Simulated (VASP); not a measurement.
**Mg4Se: relaxation of cell and atoms with PBE**

Mg4Se:

```
Mg Se
1.0
    -5.10346    0.05491    0.06701
     0.06701    0.01117   -5.16897
     0.10981  -10.40304    0.02235
Mg Se
8 2
Direct
  0.69343 0.71781 0.84967
  0.70447 0.70064 0.35370
  0.28406 0.71160 0.65108
  0.30056 0.71298 0.14470
  0.71077 0.27538 0.64574
  0.71581 0.28357 0.14940
  0.28742 0.30202 0.84540
  0.30819 0.29212 0.35591
  0.00171 0.00346 0.50366
  0.99357 0.00042 0.00073
```

```json
{
 "Program": "VASP 6.6.1",
 "Task": "relaxation of cell and atoms",
 "Functional": "PBE",
 "Potentials or basis": "VASP PAW PBE potentials, release 64 (Mg, Se)",
 "Cutoff": "600 eV",
 "k mesh": "4 × 4 × 2",
 "Occupations": "gaussian, width 0.2 eV",
 "Spin": "no spin polarisation",
 "Dipole correction": "no",
 "Further INCAR settings": "ALGO = Normal; EDIFF = 1e-07; IBRION = 2; EDIFFG = -0.025; NSW = 80; ISIF = 3"
}
```

```yaml
Relaxed_volume: 26.74 Å³/atom
Relaxed_cell: a = 5.098 Å, b = 5.065 Å, c = 10.358 Å, α = 90.05°, β = 90.03°, γ = 89.94°
Space_group_after_relaxing_to_0.1_Å: P-42m (No. 111)
Energy_gained_by_relaxing: 14.4 meV/atom
Ionic_steps: 10
Pressure_after_relaxing: 0.0 GPa
Largest_force_after_relaxing: 0.022 eV/Å
Band_gap_on_the_k_mesh: zero (bands 14 and 15 overlap by 1.26 eV)
```

Forces on the atoms (eV/Å):
```
Mg  -0.007  0.004 -0.002
Mg  -0.008 -0.002 -0.016
Mg  -0.006  0.008 -0.010
Mg   0.014 -0.011 -0.012
Mg  -0.010  0.001  0.008
Mg  -0.002  0.008  0.005
Mg  -0.009 -0.008  0.008
Mg   0.009  0.018  0.005
Se   0.017 -0.007  0.011
Se   0.002 -0.012  0.002
```

The path:
```tsv
step	energy change (eV)	largest force (eV/Å)	pressure (GPa)	volume (Å³)
1	0.0000	0.6704	-0.79	274.35
2	-0.0867	0.4165	-0.19	268.98
3	-0.1146	0.2167	0.49	263.94
4	-0.1309	0.1271	0.14	266.49
5	-0.1351	0.0964	-0.13	268.71
6	-0.1390	0.0594	-0.08	268.12
7	-0.1405	0.0519	-0.01	267.46
8	-0.1420	0.0407	0.03	267.10
9	-0.1430	0.0433	0.09	266.55
10	-0.1442	0.0216	-0.02	267.45
```

Final structure:
```
Mg Se
1.0
    -5.09798    0.00179   -0.00256
    -0.00276    0.00221   -5.06458
     0.00190  -10.35846    0.00394
Mg Se
8 2
Direct
  0.70571 0.71562 0.85223
  0.71362 0.70968 0.35477
  0.28513 0.70957 0.64496
  0.29396 0.71123 0.14650
  0.70710 0.28730 0.64734
  0.71667 0.28594 0.14841
  0.28213 0.29105 0.85224
  0.29426 0.28841 0.35437
  0.00029 0.00416 0.49971
  0.00114 0.99704 0.99946
```

Levels at points of the mesh, in eV from the Fermi level:
| k point | band 11 | band 12 | band 13 | band 14 | band 15 | band 16 | band 17 | band 18 |
| --- | --- | --- | --- | --- | --- | --- | --- | --- |
| (0.00, 0.00, 0.00) | -2.24 | -0.18 | -0.09 | 0.95 | 1.25 | 1.33 | 1.53 | 1.73 |
| (0.50, 0.00, 0.00) | -2.21 | -0.27 | -0.14 | 0.32 | 0.99 | 1.13 | 1.42 | 1.46 |
| (0.00, 0.50, 0.00) | -2.21 | -0.31 | -0.13 | 0.28 | 0.99 | 1.15 | 1.36 | 1.44 |
| (0.50, 0.50, 0.00) | -1.68 | -1.66 | -1.55 | -0.30 | -0.27 | 0.13 | 1.61 | 2.41 |
| (0.00, 0.00, 0.50) | -0.83 | -0.80 | 0.21 | 0.23 | 1.43 | 1.44 | 1.59 | 1.59 |
| (0.50, 0.00, 0.50) | -1.42 | -1.40 | -0.10 | -0.05 | 1.39 | 1.42 | 1.81 | 1.83 |
| (0.00, 0.50, 0.50) | -1.44 | -1.42 | -0.10 | -0.05 | 1.36 | 1.38 | 1.76 | 1.78 |
| (0.50, 0.50, 0.50) | -1.05 | -1.04 | -1.03 | -1.01 | -0.31 | -0.28 | 1.34 | 1.35 |

Run time: 7.8 min on 1 thread of Intel(R) Xeon(R) 6975P-C (Granite Rapids), on a shared host, peak memory 0.49 GiB.
